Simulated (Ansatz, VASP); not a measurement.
**Si2W: VASP beside Ansatz**

Contents of INCAR:

```
ALGO = Normal
EDIFF = 1E-6
ENCUT = 520
GGA = PE
ISIF = 2
ISMEAR = 0
LASPH = T
LCHARG = F
LREAL = F
LWAVE = F
NBANDS = 43
NELM = 80
PREC = Accurate
SIGMA = 0.03
```

Contents of KPOINTS:

```
k-points
0
Gamma
  9 9 6
```

The input POSCAR:

```
Si2W
1.0
    4.7172346901      0.0000000000      0.0000000000
   -2.3586173451      4.0852450772      0.0000000000
    0.0000000000      0.0000000000      6.3602475327
Si W
6 3
Direct
    0.8613670885      0.7227341769      0.5000000000
    0.1386329115      0.8613670885      0.8333333333
    0.7227341769      0.8613670885      0.1666666667
    0.1386329115      0.2772658231      0.5000000000
    0.8613670885      0.1386329115      0.8333333333
    0.2772658231      0.1386329115      0.1666666667
    0.0000000000      0.5000000000      0.1666666667
    0.5000000000      0.5000000000      0.8333333333
    0.5000000000      0.0000000000      0.5000000000
```

Input for Ansatz:

```yaml
crystal:
  lattice:
    - [4.7172346901, 0.0, 0.0]
    - [-2.3586173451, 4.0852450772, 0.0]
    - [0.0, 0.0, 6.3602475327]
  atoms:
    - { symbol: Si, position: [0.8613670885, 0.7227341769, 0.5] }
    - { symbol: Si, position: [0.1386329115, 0.8613670885, 0.8333333333] }
    - { symbol: Si, position: [0.7227341769, 0.8613670885, 0.1666666667] }
    - { symbol: Si, position: [0.1386329115, 0.2772658231, 0.5] }
    - { symbol: Si, position: [0.8613670885, 0.1386329115, 0.8333333333] }
    - { symbol: Si, position: [0.2772658231, 0.1386329115, 0.1666666667] }
    - { symbol: W, position: [0.0, 0.5, 0.1666666667] }
    - { symbol: W, position: [0.5, 0.5, 0.8333333333] }
    - { symbol: W, position: [0.5, 0.0, 0.5] }
basis:
  ecutwfc: 420
kpoints:
  mp_grid: { grid: [9, 9, 6] }
hamiltonian:
  xc: pbe
  pseudopotentials: { kind: paw, azcp: { folder: soft_1 } }
scf:
  occupations: { method: gaussian, width: 0.03 }
output:
  forces: true
  stress: true
  eigenvalues: true
```

Alike in both runs: task single point; functional PBE; k mesh 9 × 9 × 6; occupations gaussian, width 0.03 eV; no spin polarisation.

|  | VASP | Ansatz |
| --- | --- | --- |
| version | VASP 6.6.1 | Ansatz 0.2.0 |
| potentials or method | VASP PAW PBE potentials, release 64 (Si, W_sv), cutoff 520 eV | scalar-relativistic, plane waves, PAW |
| valence electrons in the cell | 66 | 66 |

|  | VASP | Ansatz | Ansatz less VASP |
| --- | --- | --- | --- |
| gap on the k mesh at the Fermi level (eV) | none | none | - |
| pressure (GPa) | 7.2 | 7.3 | +0.05 |
| traceless stress, the component that is largest in VASP (GPa) | 5.61 | 5.64 | +0.032 |
| rms of the force components (eV/Å) | 1.826 | 1.835 | +0.0088 |

Atom by atom the forces differ by 0.009 eV/Å (rms over components). A gap of «none» marks a metal or a gap that the smearing closes. With one functional, cell and mesh, what is left measures potentials, basis and numerics.

Neither program's run includes spin-orbit coupling.
